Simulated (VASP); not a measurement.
AlAs (e600):

```
Al As
1.0
     0.00000    2.83040    2.83040
     2.83040    0.00000    2.83040
     2.83040    2.83040    0.00000
Al As
1 1
Direct
  0.00000 0.00000 0.00000
  0.25000 0.25000 0.25000
```

- Program: VASP 6.6.1
- Task: relaxation of cell and atoms
- Functional: PBE
- Potentials or basis: VASP PAW PBE potentials, release 64 (Al, As)
- Cutoff: 500 eV
- k mesh: 8 × 8 × 8
- Occupations: gaussian, width 0.02 eV
- Spin: no spin polarisation

At the start: pressure 2.8 GPa; volume 22.67 Å³/atom.

How do energy, volume and symmetry change on relaxing?

Over 3 steps the energy falls by 7.3 meV/atom and the volume is 23.55 Å³/atom (+3.9 %); space group F-43m (No. 216, to 0.05 Å).

The path:
```csv
step,energy change (eV),largest force (eV/Å),pressure (GPa),volume (Å³)
1,0.0000,0.0000,2.77,45.35
2,-0.0113,0.0000,-1.18,47.97
3,-0.0146,0.0000,0.01,47.10
```

Final structure:
```
Al As
1.0
     0.00000    2.86629    2.86629
     2.86629    0.00000    2.86629
     2.86629    2.86629    0.00000
Al As
1 1
Direct
  0.00000 0.00000 0.00000
  0.25000 0.25000 0.25000
```
